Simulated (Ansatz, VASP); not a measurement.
**One calculation of GaN, two programs**

```
Ga N
1.0
     0.03720    2.10355    2.10355
     2.10355    0.03720    2.10355
     2.10355    2.10355    0.03720
Ga N
1 1
Direct
  0.00000 0.00000 0.00000
  0.50000 0.50000 0.50000
```

Change from the starting cell: epitaxial_111 strain -2.0%.

Alike in both runs: task single point; functional PBE; k mesh 10 × 10 × 10; occupations fermi-dirac, width 0.02 eV; no spin polarisation.

```csv
,VASP,Ansatz
version,VASP 6.6.1,Ansatz 0.2.0
potentials or method,"VASP PAW PBE potentials, release 64 (Ga_d, N)","plane waves, PAW"
plane-wave cutoff (eV),520,420
valence electrons in the cell,18,18
```

Ansatz gave:

```
gap on the k mesh at the Fermi level (eV)                     : 0.80
pressure (GPa)                                                : 17.3
traceless stress, the component that is largest in VASP (GPa) : -4.12
```

Question: Estimate VASP's values.

Answer: gap on the k mesh at the Fermi level (eV): 0.79; pressure (GPa): 18.2; traceless stress, the component that is largest in VASP (GPa): -4.12.

With one functional, cell and mesh, what is left measures potentials, basis and numerics.
